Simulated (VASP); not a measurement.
# KF in VASP: single point with PBEsol

Aim: the single point of KF with PBEsol.

Everything below comes from runs of VASP 6.6.1. Logs are shortened: lines on timing, memory, paths and dates and some standing lists are left out, and cuts for length are marked.

## (1) The cell of the first run

The typed cell holds 8 atoms: a = 3.176 Å, b = 6.352 Å, c = 6.352 Å, α = 90.03°, β = 90.17°, γ = 90.00°.

## (2) Single point, PBEsol

Input file INCAR:

```
SYSTEM = KF
PREC = Accurate
ENCUT = 520
EDIFF = 1E-6
ISMEAR = -1
SIGMA = 0.05
LREAL = .FALSE.
LASPH = .TRUE.
NELM = 100
ALGO = Normal
ISIF = 2
LWAVE = .FALSE.
LCHARG = .FALSE.
GGA = PS
NBANDS = 42
```

Input file KPOINTS:

```
Automatic mesh
0
G
  6 4 4
  0 0 0
```

Input file POSCAR:

```
KF
1.0
    3.1758138903      0.0000989702     -0.0047247235
    0.0002002558      6.3521254777     -0.0014124200
   -0.0095070293     -0.0014067791      6.3518553111
K F
4 4
Direct
    0.0024350137     -0.0019990469      0.0000717350
    0.0018868355     -0.0019968567      0.5000646987
    0.0019564109      0.4980050182      0.0001008599
    0.0023694273      0.4979978227      0.5001081280
    0.5021636933      0.2480037452      0.2500868676
    0.5022036060      0.2479924576      0.7500795404
    0.5021531087      0.7480068799      0.2500949703
    0.5021310805      0.7479974152      0.7500917980
```

Potentials or basis: VASP PAW PBE potentials, release 64 (K_sv, F).

On the command line:

```console
$ cat potpaw_PBE.64/K_sv/POTCAR potpaw_PBE.64/F/POTCAR > POTCAR
$ mpirun -np 1 vasp_std > vasp.out
```

OUTCAR:

```text
SYSTEM = KF
   PREC = Accurate
   ENCUT = 520
   EDIFF = 1E-6
   ISMEAR = -1
   LREAL = .FALSE.
   LASPH = .TRUE.
   NELM = 100
   ISIF = 2
   GGA = PS

 ion  position               nearest neighbor table
   1  0.002  0.998  0.000-   5 2.75   7 2.75   8 2.75   6 2.75   8 2.75   6 2.75   5 2.75   7 2.75
                             2 3.18   2 3.18   3 3.18   3 3.18
   2  0.002  0.998  0.500-   7 2.75   5 2.75   6 2.75   8 2.75   6 2.75   7 2.75   8 2.75   5 2.75
                             1 3.18   1 3.18   4 3.18   4 3.18
   3  0.002  0.498  0.000-   6 2.75   7 2.75   8 2.75   5 2.75   7 2.75   5 2.75   6 2.75   8 2.75
                             4 3.18   4 3.18   1 3.18   1 3.18
   4  0.002  0.498  0.500-   8 2.75   6 2.75   5 2.75   7 2.75   5 2.75   8 2.75   7 2.75   6 2.75
                             3 3.18   3 3.18   2 3.18   2 3.18
   5  0.502  0.248  0.250-   1 2.75   2 2.75   4 2.75   3 2.75   4 2.75   3 2.75   1 2.75   2 2.75

   6  0.502  0.248  0.750-   3 2.75   4 2.75   2 2.75   1 2.75   2 2.75   1 2.75   3 2.75   4 2.75

   7  0.502  0.748  0.250-   2 2.75   1 2.75   3 2.75   4 2.75   3 2.75   2 2.75   4 2.75   1 2.75

   8  0.502  0.748  0.750-   4 2.75   3 2.75   1 2.75   2 2.75   1 2.75   4 2.75   2 2.75   3 2.75

  LATTYP: Found a triclinic cell.
 ALAT       =     6.3518625816
 B/A-ratio  =     0.4999820707
 C/A-ratio  =     1.0000414140
 COS(alpha) =     0.0000630203
 COS(beta)  =     0.0004438759
 COS(gamma) =     0.0029844534

  Lattice vectors:

 A1 = (  -0.0095070293,  -0.0014067791,   6.3518553111)
 A2 = (  -3.1758138903,  -0.0000989702,   0.0047247235)
 A3 = (  -0.0002002558,  -6.3521254777,   0.0014124200)

Analysis of symmetry for initial positions (statically):
=====================================================================
 Subroutine PRICEL returns:
 Original cell was already a primitive cell.

 Routine SETGRP: Setting up the symmetry group for a
 triclinic supercell.

 Subroutine GETGRP returns: Found  1 space group operations
 (whereof  1 operations were pure point group operations)
 out of a pool of  2 trial point group operations.

The static configuration has the point symmetry C_1 .

Analysis of symmetry for dynamics (positions and initial velocities):
=====================================================================
 Subroutine PRICEL returns:
 Original cell was already a primitive cell.

 Routine SETGRP: Setting up the symmetry group for a
 triclinic supercell.

 Subroutine GETGRP returns: Found  1 space group operations
 (whereof  1 operations were pure point group operations)
 out of a pool of  2 trial point group operations.

The dynamic configuration has the point symmetry C_1 .

 Subroutine INISYM returns: Found  1 space group operations
 (whereof  1 operations are pure point group operations),
 and found     1 'primitive' translations

----------------------------------------------------------------------------------------

                                     Primitive cell

  volume of cell :     128.1368

  direct lattice vectors                    reciprocal lattice vectors
     3.175813890  0.000098970 -0.004724723     0.314880614 -0.000009822  0.000471290
     0.000200256  6.352125478 -0.001412420    -0.000004854  0.157427629  0.000034859
    -0.009507029 -0.001406779  6.351855311     0.000234218  0.000034999  0.157434675

  length of vectors
     3.175817406  6.352125638  6.351862582     0.314880967  0.157427632  0.157434853

  position of ions in fractional coordinates (direct lattice)
     0.002435014  0.998000953  0.000071735
     0.001886836  0.998003143  0.500064699
     0.001956411  0.498005018  0.000100860
     0.002369427  0.497997823  0.500108128
     0.502163693  0.248003745  0.250086868
     0.502203606  0.247992458  0.750079540
     0.502153109  0.748006880  0.250094970
     0.502131080  0.747997415  0.750091798

  ion indices of the primitive-cell ions
   primitive index   ion index
                 1           1
                 2           2
                 3           3
                 4           4
                 5           5
                 6           6
                 7           7
                 8           8

----------------------------------------------------------------------------------------

 KPOINTS: Automatic mesh

Automatic generation of k-mesh.
 Grid dimensions read from file:
 generate k-points for:    6    4    4

 Generating k-lattice:

  Cartesian coordinates                     Fractional coordinates (reciprocal lattice)
     0.052480102 -0.000001637  0.000078548     0.166666667 -0.000000000  0.000000000
    -0.000001214  0.039356907  0.000008715    -0.000000000  0.250000000 -0.000000000
     0.000058554  0.000008750  0.039358669     0.000000000 -0.000000000  0.250000000

  Length of vectors
     0.052480161  0.039356908  0.039358713

  Shift w.r.t. Gamma in fractional coordinates (k-lattice)
     0.000000000  0.000000000  0.000000000

 Subroutine IBZKPT returns following result:
 ===========================================

 Found     52 irreducible k-points:

 Following reciprocal coordinates:
            Coordinates               Weight
  0.000000  0.000000  0.000000      1.000000
  0.166667  0.000000  0.000000      2.000000
  0.333333 -0.000000  0.000000      2.000000
  0.500000  0.000000  0.000000      1.000000
 -0.000000  0.250000 -0.000000      2.000000
  0.166667  0.250000 -0.000000      2.000000
[... 16 lines left out ...]
  0.333333  0.250000  0.250000      2.000000
  0.500000  0.250000  0.250000      2.000000
 [... further k-points ...]
   k-points           NKPTS =     52   k-points in BZ     NKDIM =     52   number of bands    NBANDS=     42
   number of dos      NEDOS =    301   number of ions     NIONS =      8
   total plane-waves  NPLWV =  55296
   dimension x,y,z NGX =    24 NGY =   48 NGZ =   48
   dimension x,y,z NGXF=    48 NGYF=   96 NGZF=   96
   ions per type =               4   4
   NGX,Y,Z   is equivalent  to a cutoff of  12.56, 12.56, 12.56 a.u.
   NGXF,Y,Z  is equivalent  to a cutoff of  25.13, 25.12, 25.13 a.u.
 SYSTEM =  KF
   PREC   = accura    normal or accurate (medium, high low for compatibility)
   ISTART =      0    job   : 0-new  1-cont  2-samecut
   ICHARG =      2    charge: 1-file 2-atom 10-const
   ISPIN  =      1    spin polarized calculation?
   LNONCOLLINEAR =      F non collinear calculations
   LSORBIT =      F    spin-orbit coupling
   LASPH  =      T    aspherical Exc in radial PAW
   ENCUT  =  520.0 eV  38.22 Ry    6.18 a.u.   5.90 11.81 11.81*2*pi/ulx,y,z
   NELM   =    100;   NELMIN=  2; NELMDL= -5     # of ELM steps
   EDIFF  = 0.1E-05   stopping-criterion for ELM
   LREAL  =      F    real-space projection
   EDIFFG = 0.1E-04   stopping-criterion for IOM
   NSW    =      0    number of steps for IOM
   IBRION =     -1    ionic relax: 0-MD 1-quasi-New 2-CG
   NFREE  =      0    steps in history (QN), initial steepest desc. (CG)
   ISIF   =      2    stress and relaxation
   ISYM   =      2    0-nonsym 1-usesym 2-fastsym
   POTIM  = 0.5000    time-step for ionic-motion
   TEBEG  =    0.0;   TEEND  =   0.0 temperature during run
   PSTRESS=    0.0 pullay stress
   NELECT =      64.0000    total number of electrons
   NUPDOWN=      -1.0000    fix difference up-down
   EMIN   =  10.00;   EMAX   =-10.00  energy-range for DOS
   EFERMI =   0.00;   METHOD = LEGACY
   ISMEAR =    -1;   SIGMA  =   0.05  broadening in eV -4-tet -1-fermi 0-gaus
   EFERMI_NEDOS =   21; number of points for ismear=-14 and -15
   IALGO  =     38    algorithm
   IMIX   =      4    mixing-type and parameters
     AMIX     =   0.40;   BMIX     =  1.00
     AMIX_MAG =   1.60;   BMIX_MAG =  1.00
  volume/ion in A,a.u.               =      16.02       108.09
  Fermi-wavevector in a.u.,A,eV,Ry     =   1.298904  2.454572 22.955076  1.687151
  Thomas-Fermi vector in A             =   2.430202
   LORBIT       =      0    0 simple, 1 ext, 2 COOP (PROOUT), +10 PAW based schemes
   GGA     = PS    functional components
   LHFCALC =     F    Hartree Fock is set to
   AEXX    =    0.0000 exact exchange contribution
   IVDW    =     0    specifies the selected vdW correction
   LEPSILON=     F    determine dielectric tensor
   LRPA    =     F    only Hartree local field effects (RPA)
 non-spin polarized calculation
  energy-cutoff  :      520.00
  volume of cell :      128.14
 maximum number of plane-waves:      3508
   NGX = 11   NGY = 23   NGZ = 23

 number of electron      63.9999951 magnetization

 Free energy of the ion-electron system (eV)
  ---------------------------------------------------
  ext. energy  EPLUGINS =         0.00000000
  ---------------------------------------------------
  free energy    TOTEN  =       -33.42524917 eV

  energy without entropy =      -33.42524917  energy(sigma->0) =      -33.42524917

 E-fermi :  -0.6867     XC(G=0):  -9.6557

 val. band max:       -1.9057357156   @ k =   0.0000   0.0000   0.0000
 cond. band min:       4.7341921304   @ k =   0.0000   0.0000   0.0000
 fundamental gap:      6.6399278460
 Fermi energy:        -0.6867187961

 k-point     1 :       0.0000    0.0000    0.0000
  band No.  band energies     occupation
      1     -28.5719      2.00000
      2     -28.3966      2.00000
      3     -28.3965      2.00000
      4     -28.2573      2.00000
      5     -20.8149      2.00000
      6     -20.8149      2.00000
[... 34 lines left out ...]
     41       7.8577      0.00000
     42       9.5741      0.00000

 k-point     2 :       0.1667    0.0000    0.0000
  band No.  band energies     occupation
      1     -28.5292      2.00000
      2     -28.3624      2.00000
      3     -28.3623      2.00000
      4     -28.2257      2.00000
      5     -20.7759      2.00000
      6     -20.7759      2.00000
[... 34 lines left out ...]
     41       8.4975      0.00000
     42       8.5716      0.00000

 k-point     3 :       0.3333   -0.0000    0.0000
  band No.  band energies     occupation
      1     -28.4415      2.00000
      2     -28.2927      2.00000
      3     -28.2927      2.00000
      4     -28.1616      2.00000
      5     -20.7964      2.00000
      6     -20.6960      2.00000
[... 897 lines left out ...]
      4     -28.2012      2.00000
      5     -20.7668      2.00000
      6     -20.6941      2.00000
[... 34 lines left out ...]
     41       9.1644      0.00000
     42       9.2078      0.00000

 k-point    24 :       0.5000    0.2500    0.2500
  band No.  band energies     occupation
      1     -28.3567      2.00000
      2     -28.2594      2.00000
      3     -28.2594      2.00000
      4     -28.1675      2.00000
      5     -20.7706      2.00000
      6     -20.6632      2.00000
[... 34 lines left out ...]
     41       8.9421      0.00000
     42       9.1162      0.00000

 [... further k-points ...]
[... 5 lines left out ...]
  --------------------------------------------------------------------------------------
  -------------------------------------------------------------------------------------
  Total        0.0881191      0.0821454      0.0856820     -0.0000133      0.0033160      0.0227498
  in kB        1.1018108      1.0271171      1.0713382     -0.0001669      0.0414622      0.2844558
  external PRESSURE =       1.0667554 kB  Pullay stress =       0.0000000 kB

 VOLUME and BASIS-vectors are now :
 -----------------------------------------------------------------------------
  energy-cutoff  :      520.00
  volume of cell :      128.14
      direct lattice vectors                 reciprocal lattice vectors
     3.175813890  0.000098970 -0.004724723     0.314880614 -0.000009822  0.000471290
     0.000200256  6.352125478 -0.001412420    -0.000004854  0.157427629  0.000034859
    -0.009507029 -0.001406779  6.351855311     0.000234218  0.000034999  0.157434675

 POSITION                                       TOTAL-FORCE (eV/Angst)
 -----------------------------------------------------------------------------------
      0.00793      6.33943     -0.00097        -0.000386      0.000158     -0.000029
      0.00144      6.33874      3.17492         0.000240      0.000034      0.000191
      0.00631      3.16339     -0.00007         0.000087      0.000057      0.000034
      0.00287      3.16264      3.17590        -0.000247      0.000203     -0.000179
      1.59245      1.57505      1.58579         0.000061     -0.000073     -0.000077
      1.58782      1.57427      4.76167        -0.000051     -0.000017      0.000139
      1.59252      4.75113      1.58514         0.000122     -0.000228     -0.000105
      1.58769      4.75037      4.76105         0.000173     -0.000133      0.000027
 -----------------------------------------------------------------------------------
    total drift:                                0.001188     -0.001959      0.000154

  FREE ENERGIE OF THE ION-ELECTRON SYSTEM (eV)
  ---------------------------------------------------
  free  energy   TOTEN  =       -33.4252491658 eV

  energy  without entropy=      -33.4252491658  energy(sigma->0) =      -33.42524917
```

It took 3.6 min on 1 thread of Oxide Virtual Turin-like, shared host; peak memory 0.3 GiB.

Results:

| Item | Value |
| --- | --- |
| Free energy | -33.4252 eV |
| Pressure | 0.1 GPa |
| Band gap on the k mesh | 6.64 eV |

Caveat: the PAW data sets were made with another functional, which shifts forces and pressure a little. A k mesh can miss the band edges.
